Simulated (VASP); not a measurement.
Runs of VASP 6.6.1 on MnF2. Symmetry: Fm-3m, No. 225, cubic system. The conventional cell has a = 5.236 Å, b = 5.236 Å, c = 5.236 Å, α = 90.00°, β = 90.00°, γ = 90.00°. Within 3.0 Å of Mn (site symmetry m-3m) lie 8 F at 2.27 Å. Within 3.0 Å of F (site symmetry -43m) lie 4 Mn at 2.27 Å and 6 F at 2.62 Å. The cell was generated, and may not be a known phase.

```csv
task,level,cell,k mesh,cutoff (eV),smearing,k mesh for the DOS,occupations for the DOS,gap on the mesh (eV),pressure (GPa),moment (μB)
single point,PBE,as given,6 × 6 × 6,520,gaussian 0.1 eV,-,-,1.95,-0.2,5.00
single point,PBE,as given,10 × 10 × 10,520,gaussian 0.02 eV,15 × 15 × 15,tetrahedron,-,-,5.00
single point,r2SCAN,as given,10 × 10 × 10,520,gaussian 0.02 eV,-,-,(a),-4.7,5.00
relaxation of cell and atoms,PBE,relaxed,10 × 10 × 10,600,gaussian 0.02 eV,-,-,1.95,0.0,5.00
single point,PBE,as given,10 × 10 × 10,520,gaussian 0.02 eV,-,-,1.95,-0.2,5.00
```

Alike in all rows: potentials or basis VASP PAW PBE potentials, release 64 (Mn_pv, F); spin collinear, ferromagnetic start.

Q: Fill in the values left out.

A: (a) 2.67.

Caveats: a cell with one magnetic atom can't hold antiferromagnetic order, which such compounds often take; the cell stands under tension (at least some runs); the PAW data sets were made with another functional, which shifts forces and pressure a little (at least some runs).

A k mesh can miss the band edges.
